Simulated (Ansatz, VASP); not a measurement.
**Two plane-wave programs on LiH**

```
Li H
1.0
     2.81368    0.20950    0.24461
    -0.34541    3.97520    0.34616
    -0.20547   -0.26743    2.81397
Li H
2 2
Cartesian
  1.6899 2.9352 2.5634
  0.5729 0.9820 0.8414
  0.3998 2.9661 1.0240
  1.8630 0.9512 2.3808
```

Alike in both runs: functional PBE; k mesh 6 × 6 × 6; occupations gaussian, width 0.1 eV; no spin polarisation.

Ansatz relaxed the structure, and its values are those at the end. VASP's run is a single point on that final structure, the one shown.

|  | VASP | Ansatz |
| --- | --- | --- |
| version | VASP 6.6.1 | Ansatz 0.2.0 |
| potentials or method | VASP PAW PBE potentials, release 64 (Li_sv, H), cutoff 520 eV | scalar-relativistic, plane waves, PAW |
| valence electrons in the cell | 8 | 8 |

|  | VASP | Ansatz | Ansatz less VASP |
| --- | --- | --- | --- |
| gap on the k mesh at the Fermi level (eV) | 2.91 | 2.91 | +0.006 |
| least direct gap on the mesh (eV) | 2.91 | 2.91 | +0.006 |
| rms of the force components (eV/Å) | 0.017 | 0.017 | 0.0000 |

Noted on VASP's run: the cutoff is short for stress, so the pressure is rough.
